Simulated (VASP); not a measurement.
SiAs5: single point with PBE

The system is SiAs5.

```
Si As
1.0
     5.83241    0.00000    0.00000
    -2.91621    5.05102    0.00000
     0.00000    0.00000    5.26928
Si As
1 5
Direct
  0.00000 0.00000 0.50000
  0.66053 0.00000 0.00000
  0.00000 0.66053 0.00000
  0.33947 0.33947 0.00000
  0.33333 0.66667 0.50000
  0.66667 0.33333 0.50000
```

```json
{
 "Program": "VASP 6.6.1",
 "Task": "single point",
 "Functional": "PBE",
 "Potentials or basis": "VASP PAW PBE potentials, release 64 (Si, As)",
 "Cutoff": "520 eV",
 "k mesh": "3 × 3 × 4",
 "Occupations": "gaussian, width 0.1 eV",
 "Spin": "no spin polarisation",
 "Dipole correction": "no",
 "Further INCAR settings": "ALGO = Normal; EDIFF = 1e-06; NBANDS = 24"
}
```

```json
{
 "Pressure": "-12.7 GPa",
 "Largest force": "0.049 eV/Å"
}
```

Forces on the atoms (eV/Å):
```
Si   0.000  0.000  0.000
As  -0.049  0.000  0.000
As   0.025 -0.043  0.000
As   0.025  0.043  0.000
As   0.000  0.000  0.000
As   0.000  0.000  0.000
```

Stress tensor (GPa, compression positive):
```
-13.50   0.00   0.00
  0.00 -13.50   0.00
  0.00   0.00 -11.07
```

Levels at points of the mesh, in eV from the Fermi level:
```tsv
k point	band 13	band 14	band 15	band 16	band 17	band 18
(0.00, 0.00, 0.00)	-1.33	-0.49	-0.48	-0.48	-0.20	-0.20
(0.00, 0.00, 0.50)	-2.06	-2.06	-0.36	-0.33	2.51	2.62
```

Wall time 21 s on 1 thread of AMD EPYC 9R45 96-Core Processor (Zen 5), with other jobs on the host, peak memory 0.26 GiB.

Caveat: the k points lie up to 0.41 Å⁻¹ apart.
